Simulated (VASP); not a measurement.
**TaN: single point with LDA+U**

The system is TaN.

```
Ta N
1.0
     0.00000    2.17900    2.17900
     4.35800    2.17900    2.17900
     4.35800    4.35800    0.00000
Ta N
2 2
Direct
  0.50000 0.50000 0.00000
  0.50000 0.50000 0.50000
  0.00000 0.00000 0.00000
  0.00000 0.00000 0.50000
```

```yaml
Program: VASP 6.6.1
Task: single point
Functional: LDA
Potentials_or_basis: VASP PAW LDA potentials, release 64 (Ta_pv, N)
Cutoff: 520 eV
k_mesh: 7 × 7 × 7
Occupations: gaussian, width 0.05 eV
Spin: non-collinear spin, twin_end start, spin-orbit coupling
Starting_moments: "[[0.0, 0.0, 0.74], [-0.0, -0.0, -0.74], [0.0, 0.0, -0.04], [0.0, -0.0, 0.04]] μB"
Hubbard_terms: Ta d U = 7.0 eV
```

The pressure is 23.9 GPa. The net moment is 0.00 μB per cell. The valence electrons inside the program's atomic spheres are Ta 8.85; N 3.80.

Stress tensor (GPa, compression positive):
```
23.74  0.00  0.00
 0.00 24.00  0.00
 0.00  0.00 24.00
```

Moments on the atoms (μB; x, y, z):
```
Ta  0.00 0.00 0.00
Ta  0.00 0.00 0.00
N   0.00 0.00 0.00
N   0.00 0.00 0.00
```

Run time: 4.5 min on 1 thread of Intel(R) Xeon(R) 6975P-C (Granite Rapids), on a shared host, peak memory 0.39 GiB.

Caveat: the cell stands under pressure. The state reached can hang on the start; a lower one may exist.
